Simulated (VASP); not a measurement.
# GaAs (P-6m2) in VASP: further runs

The runs below take GaAs through single point, with B3LYP, HSE06.

Everything below comes from runs of VASP 6.6.1. Logs are shortened: lines on timing, memory, paths and dates and some standing lists are left out, and cuts for length are marked.

### 1 The cell of the first run

Symmetry: P-6m2, No. 187, hexagonal system. Conventional cell: a = 3.606 Å, b = 3.606 Å, c = 3.573 Å, α = 90.00°, β = 90.00°, γ = 120.00°. Ga (site symmetry -6m2) has 6 As at 2.74 Å and 2 Ga at 3.57 Å within 3.6 Å. As (site symmetry -6m2) has 6 Ga at 2.74 Å and 2 As at 3.57 Å within 3.6 Å.

### 2 Single point, B3LYP

File POSCAR:

```
GaAs
1.0
    3.6064012100      0.0000000000      0.0000000000
   -1.8032006000      3.1232350600      0.0000000000
    0.0000000000      0.0000000000      3.5731941600
Ga As
1 1
Direct
    0.3333333300      0.6666666700      0.5000000000
    0.0000000000      0.0000000000      0.0000000000
```

File INCAR.step1:

```
SYSTEM = GaAs
PREC = Accurate
ENCUT = 520
EDIFF = 1E-5
ISMEAR = -1
SIGMA = 0.05
LREAL = .False.
LASPH = .True.
NELM = 60
ALGO = Normal
ISIF = 2
LWAVE = .True.
LCHARG = .False.
GGA = PE
NBANDS = 16
```

File INCAR.step2:

```
SYSTEM = GaAs
PREC = Accurate
ENCUT = 520
EDIFF = 1E-7
ISMEAR = -1
SIGMA = 0.05
LREAL = .False.
LASPH = .True.
NELM = 60
ALGO = Normal
ISIF = 2
LWAVE = .False.
LCHARG = .False.
GGA = B3
LHFCALC = .True.
AEXX = 0.2
AGGAX = 0.72
AGGAC = 0.81
ALDAC = 0.19
PRECFOCK = Normal
ISTART = 1
NBANDS = 16
```

File KPOINTS:

```
Automatic mesh
0
Gamma
  5 5 4
  0 0 0
```

Potentials or basis: VASP PAW PBE potentials, release 64 (Ga_d, As).

The run is started by

```
> cat potpaw_PBE.64/Ga_d/POTCAR potpaw_PBE.64/As/POTCAR > POTCAR
> cp INCAR.step1 INCAR
> mpirun -np 1 vasp_std > vasp.out
> cp INCAR.step2 INCAR
> mpirun -np 1 vasp_std > vasp.out
```

OUTCAR:

```text
SYSTEM = GaAs
   PREC = Accurate
   ENCUT = 520
   EDIFF = 1E-7
   ISMEAR = -1
   LREAL = .False.
   LASPH = .True.
   NELM = 60
   ISIF = 2
   GGA = B3
   LHFCALC = .True.
   AEXX = 0.2
   PRECFOCK = Normal
   ISTART = 1

 ion  position               nearest neighbor table
   1  0.333  0.667  0.500-   2 2.74   2 2.74   2 2.74   2 2.74   2 2.74   2 2.74
   2  0.000  0.000  0.000-   1 2.74   1 2.74   1 2.74   1 2.74   1 2.74   1 2.74

  LATTYP: Found a hexagonal cell.
 ALAT       =     3.6064012100
 C/A-ratio  =     0.9907921920

  Lattice vectors:

 A1 = (   3.6064012100,   0.0000000000,   0.0000000000)
 A2 = (  -1.8032006000,   3.1232350600,   0.0000000000)
 A3 = (   0.0000000000,   0.0000000000,   3.5731941600)

Analysis of symmetry for initial positions (statically):
=====================================================================
 Subroutine PRICEL returns:
 Original cell was already a primitive cell.

 Routine SETGRP: Setting up the symmetry group for a
 hexagonal supercell.

 Subroutine GETGRP returns: Found 12 space group operations
 (whereof 12 operations were pure point group operations)
 out of a pool of 24 trial point group operations.

The static configuration has the point symmetry D_3h.

Analysis of symmetry for dynamics (positions and initial velocities):
=====================================================================
 Subroutine PRICEL returns:
 Original cell was already a primitive cell.

 Routine SETGRP: Setting up the symmetry group for a
 hexagonal supercell.

 Subroutine GETGRP returns: Found 12 space group operations
 (whereof 12 operations were pure point group operations)
 out of a pool of 24 trial point group operations.

The dynamic configuration has the point symmetry D_3h.

 Subroutine INISYM returns: Found 12 space group operations
 (whereof 12 operations are pure point group operations),
 and found     1 'primitive' translations

----------------------------------------------------------------------------------------

                                     Primitive cell
[... 80 lines left out ...]
   NELM   =     60;   NELMIN=  2; NELMDL=  0     # of ELM steps
   EDIFF  = 0.1E-06   stopping-criterion for ELM
   LREAL  =      F    real-space projection
   EDIFFG = 0.1E-05   stopping-criterion for IOM
   NSW    =      0    number of steps for IOM
   IBRION =     -1    ionic relax: 0-MD 1-quasi-New 2-CG
   NFREE  =      0    steps in history (QN), initial steepest desc. (CG)
   ISIF   =      2    stress and relaxation
   ISYM   =      3    0-nonsym 1-usesym 2-fastsym
   POTIM  = 0.5000    time-step for ionic-motion
   TEBEG  =    0.0;   TEEND  =   0.0 temperature during run
   PSTRESS=    0.0 pullay stress
   NELECT =      18.0000    total number of electrons
   NUPDOWN=      -1.0000    fix difference up-down
   EMIN   =  10.00;   EMAX   =-10.00  energy-range for DOS
   EFERMI =   0.00;   METHOD = LEGACY
   ISMEAR =    -1;   SIGMA  =   0.05  broadening in eV -4-tet -1-fermi 0-gaus
   EFERMI_NEDOS =   21; number of points for ismear=-14 and -15
   IALGO  =     38    algorithm
   IMIX   =      1    mixing-type and parameters
     AMIX     =   0.40;   BMIX     =  1.00
     AMIX_MAG =   1.60;   BMIX_MAG =  1.00
  volume/ion in A,a.u.               =      20.12       135.80
  Fermi-wavevector in a.u.,A,eV,Ry     =   1.251951  2.365844 21.325507  1.567381
  Thomas-Fermi vector in A             =   2.385874
   LORBIT       =      0    0 simple, 1 ext, 2 COOP (PROOUT), +10 PAW based schemes
   GGA     = B3    functional components
   LHFCALC =     T    Hartree Fock is set to
   PRECFOCK=normal    Normal, Fast or Accurate (Low or Medium for compatibility)
   ENCUT4O =  -1.0   cutoff for four orbital integrals eV
   NKREDX  =     1    reduce k-point grid by
   NKREDY  =     1    reduce k-point grid by
   NKREDZ  =     1    reduce k-point grid by
   AEXX    =    0.2000 exact exchange contribution
   HFSCREEN=    0.0000 screening length (either q_TF or 0.3 A-1)
   HFSCREENC=   0.0000 screening length for correlation (either q_TF or 0.3 A-1)
   ENCUTFOCK=  -1.0 apply spherical cutoff to Coloumb kernel
   IVDW    =     0    specifies the selected vdW correction
   LEPSILON=     F    determine dielectric tensor
   LRPA    =     F    only Hartree local field effects (RPA)
 non-spin polarized calculation
  energy-cutoff  :      520.00
  volume of cell :       40.25
 maximum number of plane-waves:      1094
 NGX is ok and might be reduce to    28
  NGX = 24; NGY = 24; NGZ = 20

 number of electron      18.0000006 magnetization

 Free energy of the ion-electron system (eV)
  ---------------------------------------------------
  ext. energy  EPLUGINS =         0.00000000
  ---------------------------------------------------
  free energy    TOTEN  =        -7.57696298 eV

  energy without entropy =       -7.57415781  energy(sigma->0) =       -7.57556039

 E-fermi :   5.4659     XC(G=0):  -8.2980

 val. band max:        5.0946139431   @ k =   0.2000  -0.0000   0.2500
 cond. band min:       5.5461336869   @ k =   0.4000  -0.0000   0.0000
 fundamental gap:      0.4515197438
 Fermi energy:         5.4658690596

 k-point     1 :       0.0000    0.0000    0.0000
  band No.  band energies     occupation
      1     -12.3354      2.00000
      2     -12.3354      2.00000
      3     -12.3089      2.00000
      4     -12.2726      2.00000
      5     -12.2726      2.00000
      6      -9.4035      2.00000
[... 262 lines left out ...]
      3     -12.3241      2.00000
      4     -12.2919      2.00000
      5     -12.2198      2.00000
      6      -5.4938      2.00000
[... 8 lines left out ...]
     15      20.2849      0.00000
     16      21.8360      0.00000

------------------------ aborting loop because EDIFF is reached ----------------------------------------

  FORCE on cell =-STRESS in cart. coord.  units (eV):
  Direction    XX          YY          ZZ          XY          YZ          ZX
  --------------------------------------------------------------------------------------
  -------------------------------------------------------------------------------------
  Total        1.5269911      1.5269911     -1.3637034      0.0000000      0.0000000      0.0000000
  in kB       60.7871477     60.7871475    -54.2869157      0.0000001      0.0000000      0.0000000
  external PRESSURE =      22.4291265 kB  Pullay stress =       0.0000000 kB

 VOLUME and BASIS-vectors are now :
 -----------------------------------------------------------------------------
  energy-cutoff  :      520.00
  volume of cell :       40.25
      direct lattice vectors                 reciprocal lattice vectors
     3.606401210  0.000000000  0.000000000     0.277284734  0.160090416  0.000000000
    -1.803200600  3.123235060  0.000000000     0.000000000  0.320180832  0.000000000
     0.000000000  0.000000000  3.573194160     0.000000000  0.000000000  0.279861646

 POSITION                                       TOTAL-FORCE (eV/Angst)
 -----------------------------------------------------------------------------------
     -0.00000      2.08216      1.78660         0.000000     -0.000000      0.000000
      0.00000      0.00000      0.00000        -0.000000      0.000000      0.000000
 -----------------------------------------------------------------------------------
    total drift:                                0.000009     -0.000007     -0.000002

  FREE ENERGIE OF THE ION-ELECTRON SYSTEM (eV)
  ---------------------------------------------------
  free  energy   TOTEN  =        -7.5769629801 eV

  energy  without entropy=       -7.5741578059  energy(sigma->0) =       -7.57556039
```

OSZICAR.step1:

```text
N       E                     dE             d eps       ncg     rms          rms(c)
DAV:   1     0.788724927027E+02    0.78872E+02   -0.89070E+03   480   0.170E+03
DAV:   2    -0.152955703511E+01   -0.80402E+02   -0.77033E+02   568   0.323E+02
DAV:   3    -0.724346241383E+01   -0.57139E+01   -0.55942E+01   576   0.610E+01
DAV:   4    -0.732050377193E+01   -0.77041E-01   -0.77023E-01   632   0.776E+00
DAV:   5    -0.732152911605E+01   -0.10253E-02   -0.10253E-02   592   0.814E-01    0.206E+00
DAV:   6    -0.724533621956E+01    0.76193E-01   -0.11285E-01   688   0.608E+00    0.119E+00
DAV:   7    -0.723695008701E+01    0.83861E-02   -0.24492E-02   648   0.132E+00    0.408E-01
DAV:   8    -0.723638219475E+01    0.56789E-03   -0.42033E-03   648   0.848E-01    0.636E-02
DAV:   9    -0.723642486916E+01   -0.42674E-04   -0.53528E-04   648   0.357E-01    0.478E-02
DAV:  10    -0.723642299407E+01    0.18751E-05   -0.34554E-05   584   0.580E-02
   1 F= -.72364230E+01 E0= -.72274176E+01  d E =-.180107E-01
```

Wall time 20 min (1 thread of AMD EPYC 9R14 (Zen 4), shared host); peak memory 0.15 GiB.

Results:

| Property | Result |
| --- | --- |
| Free energy | -7.5770 eV |
| Pressure | 2.2 GPa |
| Band gap on the k mesh | zero (band 9 reaches 7.26 eV, above the bottom of band 10 at 3.40 eV) |

Levels at points of the mesh, in eV from the Fermi level:
```
           k point  band 5  band 6  band 7  band 8  band 9  band 10  band 11  band 12  band 13  band 14
(0.00, 0.00, 0.00)  -17.74  -14.87   -2.40   -1.91    0.40     0.40     5.77     5.77     6.04    10.03
(0.00, 0.00, 0.50)  -17.72  -13.07   -9.68    1.79    1.79     5.19     5.54     6.14     6.14    10.17
```

Caveat: the k points lie up to 0.44 Å⁻¹ apart; the PAW data sets were made with another functional, which shifts forces and pressure a little.

### 3 Single point, HSE06

POSCAR is that of step 2.

File INCAR.step1:

```
SYSTEM = GaAs
ALGO = Normal
EDIFF = 1E-5
ENCUT = 520
GGA = PE
ISIF = 2
ISMEAR = -1
LASPH = .True.
LCHARG = .False.
LREAL = .False.
LWAVE = .True.
NBANDS = 16
NELM = 80
PREC = Accurate
SIGMA = 0.05
```

File INCAR.step2:

```
SYSTEM = GaAs
ALGO = Normal
EDIFF = 1E-6
ENCUT = 520
GGA = PE
HFSCREEN = 0.2079
ISIF = 2
ISMEAR = -1
ISTART = 1
LASPH = .True.
LCHARG = .False.
LHFCALC = .True.
LREAL = .False.
LWAVE = .False.
NBANDS = 16
NELM = 80
PREC = Accurate
PRECFOCK = Normal
SIGMA = 0.05
```

File KPOINTS:

```
k-points
0
Gamma
  5 5 4
  0 0 0
```

Potentials or basis: VASP PAW PBE potentials, release 64 (Ga_d, As).

The run is started by

```
> cat potpaw_PBE.64/Ga_d/POTCAR potpaw_PBE.64/As/POTCAR > POTCAR
> cp INCAR.step1 INCAR
> mpirun -np 1 vasp_std > vasp.out
> cp INCAR.step2 INCAR
> mpirun -np 1 vasp_std > vasp.out
```

Run time: 16 min. Hardware: 1 thread of AMD EPYC 9R14 (Zen 4), shared host; peak memory 0.25 GiB.

The run converged. Its results:

| Property | Result |
| --- | --- |
| Free energy | -8.5195 eV |
| Pressure | -2.5 GPa |
| Band gap on the k mesh | zero (band 9 reaches 6.87 eV, above the bottom of band 10 at 3.28 eV) |

Stress tensor (GPa, compression positive):
```
-0.89  0.00  0.00
 0.00 -0.89  0.00
 0.00  0.00 -5.77
```

Levels at points of the mesh, in eV from the Fermi level:
| k point | band 7 | band 8 | band 9 | band 10 | band 11 | band 12 |
| --- | --- | --- | --- | --- | --- | --- |
| (0.00, 0.00, 0.00) | -2.16 | -1.40 | 0.31 | 0.31 | 5.52 | 5.61 |
| (0.00, 0.00, 0.50) | -9.51 | 1.71 | 1.71 | 5.00 | 5.58 | 6.13 |

Caveat: the k points lie up to 0.44 Å⁻¹ apart; the PAW data sets were made with another functional, which shifts forces and pressure a little.
